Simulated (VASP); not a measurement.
Wanted: the native input for a VASP 6.6.1 run.

- Task: electric field gradients
- Functional: PBEsol
- Potentials or basis: VASP PAW PBE potentials, release 64 (In_d, Sb)
- Cutoff: 520 eV
- k mesh: 9 × 9 × 9
- Occupations: fermi-dirac, width 0.05 eV
- Spin: no spin polarisation
- Dipole correction: no
- Further INCAR settings: ALGO = Normal; EDIFF = 1e-08; NBANDS = 16

The structure of InSb lies in POSCAR:

```
InSb
1.0
    0.0000000000      3.2282668087      3.2282668087
    3.2282668087      0.0000000000      3.2282668087
    3.2282668087      3.2282668087      0.0000000000
In Sb
1 1
Direct
    0.0000000000      0.0000000000      0.0000000000
    0.7500000000      0.7500000000      0.7500000000
```

This cell differs from its parent crystal: volume scaled by 0.99.

The input as run:

INCAR

```
SYSTEM = InSb
PREC = Accurate ; ENCUT = 520
EDIFF = 1E-8 ; ISMEAR = -1
SIGMA = 0.05 ; LREAL = .FALSE.
LASPH = .TRUE. ; NELM = 60
ALGO = Normal ; ISIF = 2
LWAVE = .FALSE. ; LCHARG = .FALSE.
GGA = PS ; LEFG = .TRUE.
NBANDS = 16
```

KPOINTS

```
Automatic mesh
0
G
  9 9 9
  0 0 0
```

Potentials or basis: VASP PAW PBE potentials, release 64 (In_d, Sb).

Command:

```bash
$ cat potpaw_PBE.64/In_d/POTCAR potpaw_PBE.64/Sb/POTCAR > POTCAR
$ mpirun -np 1 vasp_std > vasp.out
```

It gave:

```yaml
Pressure: 1.4 GPa
Band_gap_on_the_k_mesh: zero (filled and empty bands touch)
```

Caveat: without QUAD_EFG the Cq values of the log hold for a quadrupole moment of 1 mb, not for the nuclei; the PAW data sets were made with another functional, which shifts forces and pressure a little; spin-orbit coupling is left out, which moves the levels of the heavy elements.

Wall time 48 s on 1 thread of AMD EPYC 7R13 Processor (Zen 3), with other jobs on the host, peak memory 0.19 GiB.
